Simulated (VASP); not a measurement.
# TiO2: single point with PBEsol

The system is TiO2.

```
Ti O
1.0
     1.49733    0.86448    6.98154
    -1.49733    0.86448    6.98154
     0.00000   -1.72897    6.98154
Ti O
1 2
Direct
  0.00000 0.00000 0.00000
  0.62047 0.62047 0.62047
  0.37953 0.37953 0.37953
```

```
Program                : VASP 6.6.1
Task                   : single point
Functional             : PBEsol
Potentials or basis    : VASP PAW PBE potentials, release 64 (Ti_sv, O)
Cutoff                 : 520 eV
k mesh                 : 6 × 6 × 6
Occupations            : gaussian, width 0.01 eV
Spin                   : no spin polarisation
Dipole correction      : no
Further INCAR settings : ALGO = Normal; EDIFF = 1e-06; NBANDS = 19
```

- Pressure: -3.9 GPa
- Largest force: 0.387 eV/Å
- Band gap on the k mesh: 2.65 eV, indirect (least direct gap 2.83 eV)

Forces on the atoms (eV/Å):
```
Ti   0.000  0.000  0.000
O    0.000  0.000  0.387
O    0.000  0.000 -0.387
```

Stress tensor (GPa, compression positive):
```
-4.62  0.00  0.00
 0.00 -4.62  0.00
 0.00  0.00 -2.36
```

Levels at points of the mesh, in eV from the valence-band top:
```csv
k point,band 10,band 11,band 12,band 13,band 14,band 15
"(0.00, 0.00, 0.00)",-0.61,-0.17,-0.17,2.65,2.65,4.36
"(0.50, 0.00, 0.00)",-1.67,-1.21,-0.64,2.90,3.70,3.77
"(0.50, 0.50, 0.00)",-1.68,-1.21,-0.63,2.90,3.70,3.76
"(0.50, 0.50, 0.50)",-0.67,-0.17,-0.17,2.65,2.65,4.37
```

Wall time 2.2 min on 1 thread of Intel(R) Xeon(R) Platinum 8488C (Sapphire Rapids), on a shared host, peak memory 0.38 GiB.

Caveat: the PAW data sets were made with another functional, which shifts forces and pressure a little. A k mesh can miss the band edges.
